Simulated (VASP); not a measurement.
# K3Pd (Pm-3m) in VASP: a series of runs, part 3 of 3

VASP 6.6.1.

**7. Single point, PBEsol (strained)**

Contents of INCAR:

```
SYSTEM = K3Pd
ALGO     = Fast           ! electronic algorithm
EDIFF    = 1E-6           ! SCF threshold, eV
ENCUT    = 520            ! plane-wave cutoff, eV
GGA      = PS             ! functional
ISIF     = 2              ! what is computed and relaxed
ISMEAR   = 0              ! smearing method
LASPH    = .TRUE.         ! aspherical terms in the spheres
LCHARG   = .FALSE.        ! write CHGCAR
LREAL    = .FALSE.        ! projectors in reciprocal space
LWAVE    = .FALSE.        ! write WAVECAR
NBANDS   = 26             ! bands
NELM     = 60             ! most SCF steps
PREC     = Accurate       ! precision mode
SIGMA    = 0.1            ! smearing width, eV
```

Contents of KPOINTS:

```
k-points
0
G
  8 8 8
  0 0 0
```

Contents of POSCAR:

```
K3Pd
1.0
    5.6158230578      0.0000000000      0.0000000000
    0.0000000000      5.6158230578      0.0000000000
    0.0000000000      0.0000000000      5.6158230578
K Pd
3 1
Direct
    0.5000000000      0.5000000000      0.0000000000
    0.5000000000      0.0000000000      0.5000000000
    0.0000000000      0.5000000000      0.5000000000
    0.0000000000      0.0000000000      0.0000000000
```

Potentials or basis: VASP PAW PBE potentials, release 64 (K_sv, Pd).

On the command line:

```sh
$ cat potpaw_PBE.64/K_sv/POTCAR potpaw_PBE.64/Pd/POTCAR > POTCAR
$ mpirun -np 1 vasp_std > vasp.out
```

OUTCAR:

```text
SYSTEM = K3Pd
   EDIFF = 1E-6
   ENCUT = 520
   GGA = PS
   ISIF = 2
   ISMEAR = 0
   LASPH = .TRUE.
   LREAL = .FALSE.
   NELM = 60
   PREC = Accurate

 ion  position               nearest neighbor table
   1  0.500  0.500  0.000-
   2  0.500  0.000  0.500-
   3  0.000  0.500  0.500-
   4  0.000  0.000  0.000-

  LATTYP: Found a simple cubic cell.
 ALAT       =     5.6158230578

  Lattice vectors:

 A1 = (   5.6158230578,   0.0000000000,   0.0000000000)
 A2 = (   0.0000000000,   5.6158230578,   0.0000000000)
 A3 = (   0.0000000000,   0.0000000000,   5.6158230578)

Analysis of symmetry for initial positions (statically):
=====================================================================
 Subroutine PRICEL returns:
 Original cell was already a primitive cell.

 Routine SETGRP: Setting up the symmetry group for a
 simple cubic supercell.

 Subroutine GETGRP returns: Found 48 space group operations
 (whereof 48 operations were pure point group operations)
 out of a pool of 48 trial point group operations.

The static configuration has the point symmetry O_h .

Analysis of symmetry for dynamics (positions and initial velocities):
=====================================================================
 Subroutine PRICEL returns:
 Original cell was already a primitive cell.

 Routine SETGRP: Setting up the symmetry group for a
 simple cubic supercell.

 Subroutine GETGRP returns: Found 48 space group operations
 (whereof 48 operations were pure point group operations)
 out of a pool of 48 trial point group operations.

The dynamic configuration has the point symmetry O_h .

 Subroutine INISYM returns: Found 48 space group operations
 (whereof 48 operations are pure point group operations),
 and found     1 'primitive' translations

----------------------------------------------------------------------------------------

                                     Primitive cell

  volume of cell :     177.1088

  direct lattice vectors                    reciprocal lattice vectors
     5.615823058  0.000000000  0.000000000     0.178068288  0.000000000  0.000000000
     0.000000000  5.615823058  0.000000000     0.000000000  0.178068288  0.000000000
     0.000000000  0.000000000  5.615823058     0.000000000  0.000000000  0.178068288

  length of vectors
     5.615823058  5.615823058  5.615823058     0.178068288  0.178068288  0.178068288

  position of ions in fractional coordinates (direct lattice)
     0.500000000  0.500000000  0.000000000
     0.500000000  0.000000000  0.500000000
     0.000000000  0.500000000  0.500000000
     0.000000000  0.000000000  0.000000000

  ion indices of the primitive-cell ions
   primitive index   ion index
                 1           1
                 2           2
                 3           3
                 4           4

----------------------------------------------------------------------------------------

 KPOINTS: k-points

Automatic generation of k-mesh.
 Grid dimensions read from file:
 generate k-points for:    8    8    8

 Generating k-lattice:

  Cartesian coordinates                     Fractional coordinates (reciprocal lattice)
     0.022258536  0.000000000  0.000000000     0.125000000  0.000000000  0.000000000
     0.000000000  0.022258536  0.000000000     0.000000000  0.125000000  0.000000000
     0.000000000  0.000000000  0.022258536     0.000000000  0.000000000  0.125000000

  Length of vectors
     0.022258536  0.022258536  0.022258536

  Shift w.r.t. Gamma in fractional coordinates (k-lattice)
     0.000000000  0.000000000  0.000000000

 Subroutine IBZKPT returns following result:
 ===========================================

 Found     35 irreducible k-points:

 Following reciprocal coordinates:
            Coordinates               Weight
  0.000000  0.000000  0.000000      1.000000
  0.125000  0.000000  0.000000      6.000000
  0.250000  0.000000  0.000000      6.000000
  0.375000  0.000000  0.000000      6.000000
  0.500000  0.000000  0.000000      3.000000
  0.125000  0.125000  0.000000     12.000000
[... 16 lines left out ...]
  0.375000  0.375000  0.125000     24.000000
  0.500000  0.375000  0.125000     24.000000
 [... further k-points ...]
   k-points           NKPTS =     35   k-points in BZ     NKDIM =     35   number of bands    NBANDS=     26
   number of dos      NEDOS =    301   number of ions     NIONS =      4
   total plane-waves  NPLWV =  74088
   dimension x,y,z NGX =    42 NGY =   42 NGZ =   42
   dimension x,y,z NGXF=    84 NGYF=   84 NGZF=   84
   ions per type =               3   1
   NGX,Y,Z   is equivalent  to a cutoff of  12.43, 12.43, 12.43 a.u.
   NGXF,Y,Z  is equivalent  to a cutoff of  24.87, 24.87, 24.87 a.u.
 SYSTEM =  K3Pd
   PREC   = accura    normal or accurate (medium, high low for compatibility)
   ISTART =      0    job   : 0-new  1-cont  2-samecut
   ICHARG =      2    charge: 1-file 2-atom 10-const
   ISPIN  =      1    spin polarized calculation?
   LNONCOLLINEAR =      F non collinear calculations
   LSORBIT =      F    spin-orbit coupling
   LASPH  =      T    aspherical Exc in radial PAW
   ENCUT  =  520.0 eV  38.22 Ry    6.18 a.u.  10.44 10.44 10.44*2*pi/ulx,y,z
   NELM   =     60;   NELMIN=  2; NELMDL= -5     # of ELM steps
   EDIFF  = 0.1E-05   stopping-criterion for ELM
   LREAL  =      F    real-space projection
   EDIFFG = 0.1E-04   stopping-criterion for IOM
   NSW    =      0    number of steps for IOM
   IBRION =     -1    ionic relax: 0-MD 1-quasi-New 2-CG
   NFREE  =      0    steps in history (QN), initial steepest desc. (CG)
   ISIF   =      2    stress and relaxation
   ISYM   =      2    0-nonsym 1-usesym 2-fastsym
   POTIM  = 0.5000    time-step for ionic-motion
   TEBEG  =    0.0;   TEEND  =   0.0 temperature during run
   PSTRESS=    0.0 pullay stress
   NELECT =      37.0000    total number of electrons
   NUPDOWN=      -1.0000    fix difference up-down
   EMIN   =  10.00;   EMAX   =-10.00  energy-range for DOS
   EFERMI =   0.00;   METHOD = LEGACY
   ISMEAR =     0;   SIGMA  =   0.10  broadening in eV -4-tet -1-fermi 0-gaus
   EFERMI_NEDOS =   21; number of points for ismear=-14 and -15
   IALGO  =     68    algorithm
   IMIX   =      4    mixing-type and parameters
     AMIX     =   0.40;   BMIX     =  1.00
     AMIX_MAG =   1.60;   BMIX_MAG =  1.00
  volume/ion in A,a.u.               =      44.28       298.80
  Fermi-wavevector in a.u.,A,eV,Ry     =   0.971394  1.835668 12.838538  0.943606
  Thomas-Fermi vector in A             =   2.101607
   LORBIT       =      0    0 simple, 1 ext, 2 COOP (PROOUT), +10 PAW based schemes
   GGA     = PS    functional components
   LHFCALC =     F    Hartree Fock is set to
   AEXX    =    0.0000 exact exchange contribution
   IVDW    =     0    specifies the selected vdW correction
   LEPSILON=     F    determine dielectric tensor
   LRPA    =     F    only Hartree local field effects (RPA)
 non-spin polarized calculation
 RMM-DIIS sequential band-by-band and
 Gauss-broadening in eV      SIGMA  =   0.10
  energy-cutoff  :      520.00
  volume of cell :      177.11
 maximum number of plane-waves:      4801
 NGX is ok and might be reduce to    42
   NGX = 21   NGY = 21   NGZ = 21

 number of electron      36.9999991 magnetization

 Free energy of the ion-electron system (eV)
  ---------------------------------------------------
  ext. energy  EPLUGINS =         0.00000000
  ---------------------------------------------------
  free energy    TOTEN  =        -8.08023400 eV

  energy without entropy =       -8.06983087  energy(sigma->0) =       -8.07503243

 E-fermi :   0.7973     XC(G=0):  -7.1609

 val. band max:        0.7192800033   @ k =   0.5000   0.3750   0.1250
 cond. band min:       0.8003857482   @ k =   0.3750   0.3750   0.0000
 fundamental gap:      0.0811057450
 Fermi energy:         0.7972619918

 k-point     1 :       0.0000    0.0000    0.0000
  band No.  band energies     occupation
      1     -30.8212      2.00000
      2     -30.7849      2.00000
      3     -30.7849      2.00000
      4     -14.5108      2.00000
      5     -14.5108      2.00000
      6     -14.5108      2.00000
[... 18 lines left out ...]
     25       4.1698      0.00000
     26       4.1698      0.00000
[... 644 lines left out ...]
      4     -14.5681      2.00000
      5     -14.4246      2.00000
      6     -14.4060      2.00000
[... 18 lines left out ...]
     25       4.1200      0.00000
     26       5.0941      0.00000

 [... further k-points ...]
[... 5 lines left out ...]
  --------------------------------------------------------------------------------------
  -------------------------------------------------------------------------------------
  Total       -1.4350596     -1.4350596     -1.4350596     -0.0000000      0.0000000     -0.0000000
  in kB      -12.9819605    -12.9819605    -12.9819605     -0.0000000      0.0000000     -0.0000000
  external PRESSURE =     -12.9819605 kB  Pullay stress =       0.0000000 kB

 VOLUME and BASIS-vectors are now :
 -----------------------------------------------------------------------------
  energy-cutoff  :      520.00
  volume of cell :      177.11
      direct lattice vectors                 reciprocal lattice vectors
     5.615823058  0.000000000  0.000000000     0.178068288  0.000000000  0.000000000
     0.000000000  5.615823058  0.000000000     0.000000000  0.178068288  0.000000000
     0.000000000  0.000000000  5.615823058     0.000000000  0.000000000  0.178068288

 POSITION                                       TOTAL-FORCE (eV/Angst)
 -----------------------------------------------------------------------------------
      2.80791      2.80791      0.00000         0.000000      0.000000      0.000000
      2.80791      0.00000      2.80791         0.000000      0.000000      0.000000
      0.00000      2.80791      2.80791         0.000000      0.000000      0.000000
      0.00000      0.00000      0.00000         0.000000      0.000000      0.000000
 -----------------------------------------------------------------------------------
    total drift:                                0.000000     -0.000000     -0.000000

  FREE ENERGIE OF THE ION-ELECTRON SYSTEM (eV)
  ---------------------------------------------------
  free  energy   TOTEN  =        -8.0802339963 eV

  energy  without entropy=       -8.0698308707  energy(sigma->0) =       -8.07503243
```

Run time: 2.3 min. Hardware: 1 thread of Intel Xeon 6975P-C (Granite Rapids), shared host; peak memory 0.34 GiB.

Results:

```yaml
Free_energy: -8.0802 eV
Pressure: -1.3 GPa
```

Caveat: the cell differs from its parent crystal (strained); the PAW data sets were made with another functional, which shifts forces and pressure a little.

**8. Summary**

```tsv
level	cell	gap on the mesh (eV)	pressure (GPa)
PBEsol	a = 5.694 Å, 4 atoms	none	-1.4
r2SCAN	a = 5.624 Å, 4 atoms	none	-1.0
PBEsol	a = 5.231 Å, 4 atoms	none	0.3
PBEsol	a = 5.290 Å, 4 atoms	none	0.0
PBEsol	a = 5.351 Å, 4 atoms	none	-0.3
PBEsol	a = 5.616 Å, 4 atoms	none	-1.3
```

Alike in all rows: task single point; potentials or basis VASP PAW PBE potentials, release 64 (K_sv, Pd); no spin polarisation; k mesh 8 × 8 × 8; cutoff (eV) 520; smearing gaussian 0.1 eV.

Caveats: the PAW data sets were made with another functional, which shifts forces and pressure a little.

Total energies depend on the potentials used, so only differences within one code and one set of settings carry meaning.
